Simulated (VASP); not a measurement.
# Al (R-3m) in VASP: notebook

The runs below take Al through relaxation of cell and atoms, single point, with PBEsol.

All numbers are computed with VASP 6.6.1; they aren't measurements. Logs are shortened: lines on timing, memory, paths and dates and some standing lists are left out, and cuts for length are marked.

**1. The cell of the first run**

The structure is trigonal, space group R-3m (No. 166). Conventional cell: a = 3.500 Å, b = 3.500 Å, c = 9.736 Å, α = 90.00°, β = 90.00°, γ = 120.00°. Within 3.1 Å of Al (site symmetry 3m) lie 6 Al at 2.34 to 2.89 Å.

**2. Relaxation of cell and atoms, PBEsol**

Contents of INCAR:

```
SYSTEM = Al
PREC = Accurate
ENCUT = 600
EDIFF = 1E-7
ISMEAR = 0
SIGMA = 0.1
LREAL = .FALSE.
LASPH = .TRUE.
NELM = 60
ALGO = Fast
ISIF = 3
LWAVE = .FALSE.
LCHARG = .FALSE.
GGA = PS
IBRION = 2
NSW = 90
EDIFFG = -0.04
```

Contents of KPOINTS:

```
Automatic mesh
0
G
  6 6 6
  0 0 0
```

Contents of POSCAR:

```
Al
1.0
    1.7501021552      1.0104219504      3.2453546216
   -1.7501021552      1.0104219504      3.2453546216
    0.0000000000     -2.0208439008      3.2453546216
Al
2
Direct
    0.2275400000      0.2275400000      0.2275400000
    0.7724600000      0.7724600000      0.7724600000
```

Potentials or basis: VASP PAW PBE potentials, release 64 (Al).

Started as:

```sh
$ cat potpaw_PBE.64/Al/POTCAR > POTCAR
$ mpirun -np 1 vasp_std > vasp.out
```

OUTCAR:

```text
SYSTEM = Al
   PREC = Accurate
   ENCUT = 600
   EDIFF = 1E-7
   ISMEAR = 0
   LREAL = .FALSE.
   LASPH = .TRUE.
   NELM = 60
   ISIF = 3
   GGA = PS
   IBRION = 2
   NSW = 90
   EDIFFG = -0.04

 ion  position               nearest neighbor table
   1  0.228  0.228  0.228-   2 2.34   2 2.34   2 2.34   2 2.89   2 2.89   2 2.89
   2  0.772  0.772  0.772-   1 2.34   1 2.34   1 2.34   1 2.89   1 2.89   1 2.89

  LATTYP: Found a trigonal (rhomboedric) cell.
 ALAT       =     3.8231056344
 COS(alpha) =     0.5808936905

  Lattice vectors:

 A1 = (   1.7501021552,   1.0104219504,   3.2453546216)
 A2 = (  -1.7501021552,   1.0104219504,   3.2453546216)
 A3 = (   0.0000000000,  -2.0208439008,   3.2453546216)

Analysis of symmetry for initial positions (statically):
=====================================================================
 Subroutine PRICEL returns:
 Original cell was already a primitive cell.

 Routine SETGRP: Setting up the symmetry group for a
 trigonal (rhombohedral) supercell.

 Subroutine GETGRP returns: Found 12 space group operations
 (whereof 12 operations were pure point group operations)
 out of a pool of 12 trial point group operations.

The static configuration has the point symmetry D_3d.

Analysis of symmetry for dynamics (positions and initial velocities):
=====================================================================
 Subroutine PRICEL returns:
 Original cell was already a primitive cell.

 Routine SETGRP: Setting up the symmetry group for a
 trigonal (rhombohedral) supercell.

 Subroutine GETGRP returns: Found 12 space group operations
 (whereof 12 operations were pure point group operations)
 out of a pool of 12 trial point group operations.

The dynamic configuration has the point symmetry D_3d.

 Subroutine INISYM returns: Found 12 space group operations
 (whereof 12 operations are pure point group operations),
 and found     1 'primitive' translations

----------------------------------------------------------------------------------------

                                     Primitive cell

  volume of cell :      34.4334

  direct lattice vectors                    reciprocal lattice vectors
     1.750102155  1.010421950  3.245354622     0.285697608  0.164947591  0.102710912
    -1.750102155  1.010421950  3.245354622    -0.285697608  0.164947591  0.102710912
     0.000000000 -2.020843901  3.245354622     0.000000000 -0.329895182  0.102710912

  length of vectors
     3.823105634  3.823105634  3.823105634     0.345514634  0.345514634  0.345514634

  position of ions in fractional coordinates (direct lattice)
     0.227540000  0.227540000  0.227540000
     0.772460000  0.772460000  0.772460000

  ion indices of the primitive-cell ions
   primitive index   ion index
                 1           1
                 2           2

----------------------------------------------------------------------------------------

 KPOINTS: Automatic mesh

Automatic generation of k-mesh.
 Grid dimensions read from file:
 generate k-points for:    6    6    6

 Generating k-lattice:

  Cartesian coordinates                     Fractional coordinates (reciprocal lattice)
     0.047616268  0.027491265  0.017118485     0.166666667  0.000000000  0.000000000
    -0.047616268  0.027491265  0.017118485     0.000000000  0.166666667  0.000000000
     0.000000000 -0.054982530  0.017118485     0.000000000  0.000000000  0.166666667

  Length of vectors
     0.057585772  0.057585772  0.057585772

  Shift w.r.t. Gamma in fractional coordinates (k-lattice)
     0.000000000  0.000000000  0.000000000

 Subroutine IBZKPT returns following result:
 ===========================================

 Found     32 irreducible k-points:

 Following reciprocal coordinates:
            Coordinates               Weight
  0.000000  0.000000  0.000000      1.000000
  0.166667  0.000000  0.000000      6.000000
  0.333333 -0.000000  0.000000      6.000000
  0.500000  0.000000  0.000000      3.000000
  0.166667  0.166667  0.000000      6.000000
  0.333333  0.166667  0.000000     12.000000
[... 16 lines left out ...]
  0.500000  0.500000  0.166667      6.000000
 -0.333333  0.500000  0.166667     12.000000
 [... further k-points ...]
   k-points           NKPTS =     32   k-points in BZ     NKDIM =     32   number of bands    NBANDS=      7
   number of dos      NEDOS =    301   number of ions     NIONS =      2
   total plane-waves  NPLWV =  32768
   dimension x,y,z NGX =    32 NGY =   32 NGZ =   32
   dimension x,y,z NGXF=    64 NGYF=   64 NGZF=   64
   ions per type =               2
   NGX,Y,Z   is equivalent  to a cutoff of  13.92, 13.92, 13.92 a.u.
   NGXF,Y,Z  is equivalent  to a cutoff of  27.83, 27.83, 27.83 a.u.
 SYSTEM =  Al
   PREC   = accura    normal or accurate (medium, high low for compatibility)
   ISTART =      0    job   : 0-new  1-cont  2-samecut
   ICHARG =      2    charge: 1-file 2-atom 10-const
   ISPIN  =      1    spin polarized calculation?
   LNONCOLLINEAR =      F non collinear calculations
   LSORBIT =      F    spin-orbit coupling
   LASPH  =      T    aspherical Exc in radial PAW
   ENCUT  =  600.0 eV  44.10 Ry    6.64 a.u.   7.64  7.64  7.64*2*pi/ulx,y,z
   NELM   =     60;   NELMIN=  2; NELMDL= -5     # of ELM steps
   EDIFF  = 0.1E-06   stopping-criterion for ELM
   LREAL  =      F    real-space projection
   EDIFFG = -.4E-01   stopping-criterion for IOM
   NSW    =     90    number of steps for IOM
   IBRION =      2    ionic relax: 0-MD 1-quasi-New 2-CG
   NFREE  =      1    steps in history (QN), initial steepest desc. (CG)
   ISIF   =      3    stress and relaxation
   ISYM   =      2    0-nonsym 1-usesym 2-fastsym
   POTIM  = 0.5000    time-step for ionic-motion
   TEBEG  =    0.0;   TEEND  =   0.0 temperature during run
   PSTRESS=    0.0 pullay stress
   NELECT =       6.0000    total number of electrons
   NUPDOWN=      -1.0000    fix difference up-down
   EMIN   =  10.00;   EMAX   =-10.00  energy-range for DOS
   EFERMI =   0.00;   METHOD = LEGACY
   ISMEAR =     0;   SIGMA  =   0.10  broadening in eV -4-tet -1-fermi 0-gaus
   EFERMI_NEDOS =   21; number of points for ismear=-14 and -15
   IALGO  =     68    algorithm
   IMIX   =      4    mixing-type and parameters
     AMIX     =   0.40;   BMIX     =  1.00
     AMIX_MAG =   1.60;   BMIX_MAG =  1.00
  volume/ion in A,a.u.               =      17.22       116.18
  Fermi-wavevector in a.u.,A,eV,Ry     =   0.914391  1.727949 11.375985  0.836111
  Thomas-Fermi vector in A             =   2.039013
   LORBIT       =      0    0 simple, 1 ext, 2 COOP (PROOUT), +10 PAW based schemes
   GGA     = PS    functional components
   LHFCALC =     F    Hartree Fock is set to
   AEXX    =    0.0000 exact exchange contribution
   IVDW    =     0    specifies the selected vdW correction
   LEPSILON=     F    determine dielectric tensor
   LRPA    =     F    only Hartree local field effects (RPA)
 conjugate gradient relaxation of ions
 non-spin polarized calculation
 RMM-DIIS sequential band-by-band and
 Gauss-broadening in eV      SIGMA  =   0.10
  energy-cutoff  :      600.00
  volume of cell :       34.43
 maximum number of plane-waves:      1161
 NGX is ok and might be reduce to    32
   NGX = 15   NGY = 15   NGZ = 15

--------------------------------------- Ionic step        1  -------------------------------------------

 number of electron       6.0000000 magnetization

 Free energy of the ion-electron system (eV)
  ---------------------------------------------------
  ext. energy  EPLUGINS =         0.00000000
  ---------------------------------------------------
  free energy    TOTEN  =        -6.50525973 eV

  energy without entropy =       -6.50054708  energy(sigma->0) =       -6.50290340

------------------------ aborting loop because EDIFF is reached ----------------------------------------

  FORCE on cell =-STRESS in cart. coord.  units (eV):
  Direction    XX          YY          ZZ          XY          YZ          ZX
  --------------------------------------------------------------------------------------
  -------------------------------------------------------------------------------------
  Total        4.1343308      4.1343308      3.5956385      0.0000000      0.0000000      0.0000000
  in kB      192.3695052    192.3695052    167.3042703      0.0000000      0.0000000      0.0000000
  external PRESSURE =     184.0144269 kB  Pullay stress =       0.0000000 kB
[... 89 lines left out ...]
  FREE ENERGIE OF THE ION-ELECTRON SYSTEM (eV)
  ---------------------------------------------------
  free  energy   TOTEN  =        -7.2915852603 eV

  energy  without entropy=       -7.2809717018  energy(sigma->0) =       -7.28627848

 E-fermi :   7.1802     XC(G=0):  -9.9506

 val. band max:        6.8468277082   @ k =  -0.3333   0.3333   0.3333
 cond. band min:       7.1891531853   @ k =   0.5000   0.3333   0.0000
 fundamental gap:      0.3423254771
 Fermi energy:         7.1801979667

 k-point     1 :       0.0000    0.0000    0.0000
  band No.  band energies     occupation
      1      -3.4746      2.00000
      2       2.0350      2.00000
      3       2.5424      2.00000
      4      18.6841      0.00000
      5      18.6841      0.00000
      6      18.8662      0.00000
      7      18.8662      0.00000
[... 221 lines left out ...]
 k-point    24 :      -0.3333    0.5000    0.1667
  band No.  band energies     occupation
      1       2.1830      2.00000
      2       2.8905      2.00000
      3       5.2055      2.00000
      4       8.3200      0.00000
      5       8.7948      0.00000
      6      12.2167      0.00000
      7      13.0431      0.00000

 [... further k-points ...]

[... ionic steps 4 to 21 ...]

--------------------------------------- Ionic step       22  -------------------------------------------

 number of electron       6.0000000 magnetization

------------------------ aborting loop because EDIFF is reached ----------------------------------------
[... 67 lines left out ...]
--------------------------------------- Ionic step       24  -------------------------------------------

 number of electron       6.0000000 magnetization

 Free energy of the ion-electron system (eV)
  ---------------------------------------------------
  ext. energy  EPLUGINS =         0.00000000
  ---------------------------------------------------
  free energy    TOTEN  =        -8.26405384 eV

  energy without entropy =       -8.25959793  energy(sigma->0) =       -8.26182588

 E-fermi :   8.1088     XC(G=0): -10.3243

 val. band max:        8.0578625349   @ k =   0.5000   0.5000   0.1667
 cond. band min:       8.1367545527   @ k =   0.5000   0.3333   0.0000
 fundamental gap:      0.0788920178
 Fermi energy:         8.1088036382

 k-point     1 :       0.0000    0.0000    0.0000
  band No.  band energies     occupation
      1      -3.1145      2.00000
      2       3.3191      2.00000
      3       3.3648      2.00000
      4      20.0101      0.00000
      5      20.0101      0.00000
      6      20.2572      0.00000
      7      20.2572      0.00000
[... 221 lines left out ...]
 k-point    24 :      -0.3333    0.5000    0.1667
  band No.  band energies     occupation
      1       2.9058      2.00000
      2       3.5885      2.00000
      3       5.9485      2.00000
      4       9.2641      0.00000
      5       9.8369      0.00000
      6      14.1139      0.00000
      7      14.4739      0.00000

 [... further k-points ...]

------------------------ aborting loop because EDIFF is reached ----------------------------------------

  FORCE on cell =-STRESS in cart. coord.  units (eV):
  Direction    XX          YY          ZZ          XY          YZ          ZX
  --------------------------------------------------------------------------------------
  -------------------------------------------------------------------------------------
  Total       -0.0050675     -0.0050675      0.0383554      0.0000000     -0.0000000      0.0000000
  in kB       -0.2506590     -0.2506590      1.8972158      0.0000000     -0.0000000      0.0000000
  external PRESSURE =       0.4652993 kB  Pullay stress =       0.0000000 kB
[... 17 lines left out ...]
  FREE ENERGIE OF THE ION-ELECTRON SYSTEM (eV)
  ---------------------------------------------------
  free  energy   TOTEN  =        -8.2640538359 eV

  energy  without entropy=       -8.2595979335  energy(sigma->0) =       -8.26182588

 reached required accuracy - stopping structural energy minimisation
```

It took 4.2 min on 1 thread of AMD EPYC 7R13, shared host; peak memory 0.16 GiB.

What came out:

```yaml
Free_energy: -8.2641 eV
Relaxed_volume: 16.20 Å³/atom
Relaxed_cell: a = 5.004 Å, b = 5.004 Å, c = 5.004 Å, α = 32.62°, β = 32.62°, γ = 32.62°
Space_group_after_relaxing_to_0.05_Å: R-3m (No. 166)
Energy_gained_by_relaxing: 879.4 meV/atom
Ionic_steps: 24
Pressure_after_relaxing: 0.0 GPa
Largest_force_after_relaxing: 0.005 eV/Å
Band_gap_on_the_k_mesh: zero (band 3 reaches 11.05 eV, above the bottom of band 4 at 6.45 eV)
```

Forces on the atoms (eV/Å):
```
Al   0.000  0.000 -0.005
Al   0.000  0.000  0.005
```

Stress tensor (GPa, compression positive):
```
-0.03  0.00  0.00
 0.00 -0.03  0.00
 0.00  0.00  0.19
```

The path:
```
step  energy change (eV)  largest force (eV/Å)  pressure (GPa)  volume (Å³)
   1              0.0000                3.5222           18.40        34.43
   2             -0.7403                0.3724           -6.22        45.26
   3             -0.7863                0.7315           -3.68        42.54
   4             -0.7864                0.7635           -3.45        42.37
   5             -0.9052                0.4983           -2.00        40.46
   6             -0.8750                1.5163            8.14        34.97
   7             -0.9880                0.0094            0.35        38.42
   8             -0.9986                0.3705            2.13        37.35
   9             -1.0480                0.7512            2.33        36.85
  10             -1.0674                1.4585            3.31        35.89
  11             -1.1696                1.1657            0.25        36.38
  12             -1.3945                0.4226           -5.45        37.35
  13             -1.5262                0.2015           -7.71        37.72
  14             -1.5556                0.1251           -8.83        37.77
  15             -1.6466                0.1885           -7.48        36.49
  16             -1.6393                0.2224           -4.32        35.12
  17             -1.6635                0.2239           -6.25        35.89
  18             -1.7122                0.2268           -4.69        34.75
  19             -1.7510                0.2164           -1.51        33.05
  20             -1.7542                0.2053            0.01        32.40
  21             -1.7563                0.1472            0.09        32.36
  22             -1.7586                0.0078            0.33        32.28
  23             -1.7586                0.0025            0.35        32.27
  24             -1.7588                0.0055            0.05        32.39
```

Final structure:
```yaml
crystal:
  lattice:
    - [1.40543, 0.81143, 4.73380]
    - [-1.40543, 0.81143, 4.73380]
    - [0.00000, -1.62285, 4.73380]
  atoms:
    - { symbol: Al, position: [0.25003, 0.25003, 0.25003] }
    - { symbol: Al, position: [0.74997, 0.74997, 0.74997] }
```

Caveat: the k points lie up to 0.44 Å⁻¹ apart in the final cell; the PAW data sets were made with another functional, which shifts forces and pressure a little.

**3. Single point, PBEsol**

Contents of INCAR:

```
PREC = Accurate ; ENCUT = 500
EDIFF = 1E-6 ; ISMEAR = 0
SIGMA = 0.1 ; LREAL = False
LASPH = True ; NELM = 120
ALGO = Normal ; ISIF = 2
LWAVE = False ; LCHARG = False
GGA = PS ; NBANDS = 10
GGA_COMPAT = False
```

Contents of KPOINTS:

```
regular mesh
0
Gamma
  6 6 6
```

POSCAR is that of step 2.

Potentials or basis: VASP PAW PBE potentials, release 64 (Al).

Started as:

```sh
$ cat potpaw_PBE.64/Al/POTCAR > POTCAR
$ mpirun -np 1 vasp_std > vasp.out
```

Run time: 15 s. Hardware: 1 thread of AMD EPYC 7R43 (Zen 3), shared host; peak memory 0.12 GiB.

It converged, with:

```
Free energy            : -6.5050 eV
Pressure               : 18.4 GPa
Largest force          : 3.522 eV/Å
Band gap on the k mesh : zero (band 3 reaches 10.65 eV, above the bottom of band 4 at 4.88 eV)
```

Forces on the atoms (eV/Å):
```
Al   0.000  0.000  3.522
Al   0.000  0.000 -3.522
```

Stress tensor (GPa, compression positive):
```
19.24  0.00  0.00
 0.00 19.24  0.00
 0.00  0.00 16.73
```

Levels at points of the mesh, in eV from the Fermi level:
```tsv
k point	band 1	band 2	band 3	band 4	band 5	band 6	band 7
(0.00, 0.00, 0.00)	-10.50	2.00	3.42	3.95	3.95	6.18	6.18
(0.50, 0.00, 0.00)	-6.40	-6.01	1.75	2.26	3.01	4.55	5.72
(0.50, 0.50, 0.00)	-5.48	-4.81	-1.02	0.08	0.16	2.21	11.44
(0.50, 0.50, 0.50)	-7.75	-6.25	3.38	3.38	4.64	4.64	7.25
```

Caveat: the k points lie up to 0.36 Å⁻¹ apart; the PAW data sets were made with another functional, which shifts forces and pressure a little.
